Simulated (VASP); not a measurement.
Set up this calculation in VASP 6.6.1, as the native input.

- Task: single point
- Functional: LDA
- Potentials or basis: VASP PAW LDA potentials, release 64 (Cs_sv, H)
- Cutoff: 520 eV
- k mesh: 12 × 12 × 12
- Occupations: fermi-dirac, width 0.05 eV
- Spin: no spin polarisation
- Dipole correction: no
- Further INCAR settings: ALGO = Normal; EDIFF = 1e-06; NBANDS = 12

The structure of CsH (rocksalt type) lies in POSCAR:

```
CsH
1.0
    0.0000000000      2.8056794029      2.8056794029
    2.8056794029      0.0000000000      2.8056794029
    2.8056794029      2.8056794029      0.0000000000
Cs H
1 1
Direct
    0.0000000000      0.0000000000      0.0000000000
    0.5000000000      0.5000000000      0.5000000000
```

This cell differs from its parent crystal: volume scaled by 0.78.

The input as run:

INCAR

```
ALGO = Normal
EDIFF = 1E-6
ENCUT = 520
ISIF = 2
ISMEAR = -1
LASPH = True
LCHARG = False
LREAL = False
LWAVE = False
NBANDS = 12
NELM = 80
PREC = Accurate
SIGMA = 0.05
```

KPOINTS

```
k-points
0
Gamma
  12 12 12
```

Potentials or basis: VASP PAW LDA potentials, release 64 (Cs_sv, H).

Run with:

```console
$ cat potpaw_LDA.64/Cs_sv/POTCAR potpaw_LDA.64/H/POTCAR > POTCAR
$ mpirun -np 1 vasp_std > vasp.out
```

It gave:

* Pressure: 5.0 GPa
* Band gap on the k mesh: 1.17 eV, direct

Caveat: spin-orbit coupling is left out, which moves the levels of the heavy elements.

Run time: 18 s on 1 thread of AMD EPYC 9R45 96-Core Processor (Zen 5), on a shared host, peak memory 0.14 GiB.
